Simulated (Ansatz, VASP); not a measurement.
# Two plane-wave programs on C

File INCAR:

```
PREC = Accurate
ENCUT = 520
EDIFF = 1E-6
ISMEAR = 0
SIGMA = 0.05
LREAL = F
LASPH = T
NELM = 100
ALGO = Normal
ISIF = 2
LWAVE = F
LCHARG = F
NBANDS = 26
```

KPOINTS

```
Automatic mesh
0
Gamma
  6 6 6
```

POSCAR

```
C
1.0
    2.3662954641     -1.4084315836      3.3446352740
   -0.0472205660      2.8524624474      3.3943680299
   -2.4945846024     -1.4279737392      3.4304951856
C
8
Direct
    0.1409508827      0.1576411819      0.2027118172
    0.6944095022      0.1494816110      0.6421405413
    0.1443951583      0.7149327704      0.6463771470
    0.6772525670      0.6726778026      0.1359420610
    0.8155065217      0.8406500232      0.8785063873
    0.3672110519      0.8303184123      0.3153046106
    0.8392353085      0.3490898359      0.3065036707
    0.3210390077      0.2852083627      0.8725137649
```

Input for Ansatz:

```yaml
crystal:
  lattice:
    - [2.3662954641, -1.4084315836, 3.344635274]
    - [-0.047220566, 2.8524624474, 3.3943680299]
    - [-2.4945846024, -1.4279737392, 3.4304951856]
  atoms:
    - { symbol: C, position: [0.1409508827, 0.1576411819, 0.2027118172] }
    - { symbol: C, position: [0.6944095022, 0.149481611, 0.6421405413] }
    - { symbol: C, position: [0.1443951583, 0.7149327704, 0.646377147] }
    - { symbol: C, position: [0.677252567, 0.6726778026, 0.135942061] }
    - { symbol: C, position: [0.8155065217, 0.8406500232, 0.8785063873] }
    - { symbol: C, position: [0.3672110519, 0.8303184123, 0.3153046106] }
    - { symbol: C, position: [0.8392353085, 0.3490898359, 0.3065036707] }
    - { symbol: C, position: [0.3210390077, 0.2852083627, 0.8725137649] }
basis:
  ecutwfc: 420
kpoints:
  mp_grid: { grid: [6, 6, 6] }
hamiltonian:
  xc: lda
scf:
  occupations: { method: gaussian, width: 0.05 }
output:
  forces: true
  stress: true
  eigenvalues: true
```

Change from the starting cell: all atoms moved at random (sigma 0.1 Å a component), cell strained at random (sigma 0.01).

Alike in both runs: task single point; functional LDA; k mesh 6 × 6 × 6; occupations gaussian, width 0.05 eV; no spin polarisation.

```csv
,VASP,Ansatz
version,VASP 6.6.1,Ansatz 0.2.0
potentials or method,"VASP PAW LDA potentials, release 64 (C), cutoff 520 eV","scalar-relativistic, plane waves, PAW"
valence electrons in the cell,32,32
```

```csv
,VASP,Ansatz,Ansatz less VASP
gap on the k mesh at the Fermi level (eV),0.60,0.61,+0.007
least direct gap on the mesh (eV),0.66,0.66,+0.002
pressure (GPa),18.4,17.7,-0.69
"traceless stress, the component that is largest in VASP (GPa)",-19.33,-18.50,+0.823
rms of the force components (eV/Å),7.552,7.536,-0.0161
```

LDA's correlation is that of Perdew and Zunger in VASP and of Perdew and Wang (1992) in Ansatz. Atom by atom the forces differ by 0.029 eV/Å (rms over components).
